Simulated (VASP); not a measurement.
Here is a VASP 6.6.1 calculation.

Contents of INCAR:

```
SYSTEM = N
ALGO = Normal
EDIFF = 1E-7
ENCUT = 520
GGA = PS
ISIF = 2
ISMEAR = 0
LASPH = .TRUE.
LCHARG = .FALSE.
LREAL = .FALSE.
LWAVE = .FALSE.
NBANDS = 30
NELM = 60
PREC = Accurate
SIGMA = 0.05
```

File KPOINTS:

```
k-points
0
G
  6 6 2
  0 0 0
```

The input POSCAR:

```
N
1.0
   -4.6258169325      0.0000000000      0.0000000000
   -2.3129084662     -4.0060749768      0.0000000000
   -0.1927423722      0.3338395814     15.2224973438
N
8
Direct
    0.2631541316      0.4035125351      0.8421504213
    0.3015361861      0.3651304806      0.3815657673
    0.2691753444      0.3974913223      0.7698958677
    0.3075573989      0.3591092678      0.3093112137
    0.6540605466      0.6792727867      0.1512734403
    0.6156784921      0.7176548412      0.6118580943
    0.6600817594      0.6732515739      0.0790188867
    0.6216997049      0.7116336284      0.5396035407
```

Potentials or basis: VASP PAW PBE potentials, release 64 (N).

Launch:

```bash
$ cat potpaw_PBE.64/N/POTCAR > POTCAR
$ mpirun -np 1 vasp_std > vasp.out
```

Question: What does it give for the pressure?

Answer: 1.4 GPa.

Question: What does it give for the band gap on the k mesh?

Answer: 7.43 eV (least direct gap 7.64 eV).

Question: Predict the largest force.

Answer: 1.895 eV/Å.

Forces in eV/Å, atoms in the order of the input:
```
N   -0.001  0.001  1.895
N    0.000  0.000  1.884
N    0.000  0.000 -1.890
N    0.000  0.000 -1.884
N    0.000  0.000  1.890
N    0.000  0.000  1.884
N    0.001 -0.001 -1.895
N    0.000  0.000 -1.884
```

Caveat: the cell differs from its parent crystal (the part above a cut slid along it); the standard files for N, O and F lose accuracy on very short bonds; this functional lacks dispersion, which holds the molecules together, so the pressure and a relaxed volume are unreliable; the PAW data sets were made with another functional, which shifts forces and pressure a little. A k mesh can miss the band edges.
